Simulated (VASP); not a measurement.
Wanted: the native input for a VASP 6.6.1 run.

- Task: single point
- Functional: PBEsol
- Potentials or basis: VASP PAW PBE potentials, release 64 (Cu, O)
- Cutoff: 520 eV
- k mesh: 12 × 7 × 1
- Occupations: gaussian, width 0.1 eV
- Spin: no spin polarisation
- Dipole correction: yes
- Further INCAR settings: LREAL = Auto; ALGO = Fast; EDIFF = 1e-06; NBANDS = 88

The structure of Cu9O8 lies in POSCAR:

```
Cu9O8
1.0
    2.8941129443      0.0000000000      0.0000000000
    0.0006761956      5.0920243077      0.0000000000
    0.0000000000      0.0000000000     26.5763574976
Cu O
9 8
Direct
    0.4918939160      0.4998711665      0.2865415644
    0.9907818120      0.9998428874      0.3376023459
    0.4898647908      0.4998132286      0.3898909539
    0.9888566085      0.9997926689      0.4464469790
    0.4879000242      0.4997745178      0.5000001005
    0.9869431734      0.9997563323      0.5535525702
    0.4859335470      0.4997357783      0.6101092992
    0.9850147124      0.9997060379      0.6623972998
    0.4839018667      0.4996777332      0.7134585106
    0.4907283294      0.2373938230      0.3366869723
    0.4908375873      0.7622910226      0.3366982343
    0.4888070518      0.2506045201      0.4458365269
    0.4889036517      0.7489799681      0.4458425770
    0.4868962072      0.2505688979      0.5541574687
    0.4869928255      0.7489446484      0.5541635228
    0.4849587959      0.2372573599      0.6633019000
    0.4850680597      0.7621556779      0.6633131743
```

One way to write it, as run:

INCAR

```
SYSTEM = Cu9O8
ALGO = Fast
DIPOL = 0.5 0.5 0.500
EDIFF = 1E-6
ENCUT = 520
GGA = PS
IDIPOL = 3
ISIF = 2
ISMEAR = 0
LASPH = .TRUE.
LCHARG = .FALSE.
LDIPOL = .TRUE.
LREAL = Auto
LWAVE = .FALSE.
NBANDS = 88
NELM = 80
PREC = Accurate
SIGMA = 0.1
```

KPOINTS

```
k-points
0
G
  12 7 1
  0 0 0
```

Potentials or basis: VASP PAW PBE potentials, release 64 (Cu, O).

Launch:

```console
$ cat potpaw_PBE.64/Cu/POTCAR potpaw_PBE.64/O/POTCAR > POTCAR
$ mpirun -np 1 vasp_std > vasp.out
```

Results of the run:

The largest force is 0.071 eV/Å and the band gap on the k mesh is zero (an odd number of electrons rules out a gap without spin polarisation).

Caveat: the PAW data sets were made with another functional, which shifts forces and pressure a little; an odd number of electrons without spin polarisation forces a metal; a magnetic or distorted state may lie lower; semilocal functionals often make such compounds metallic where correlation or magnetic order opens a gap, which also shifts bond lengths.

Run time: 100 min on 1 thread of Oxide Virtual Turin-like Processor, on a shared host, peak memory 1 GiB.
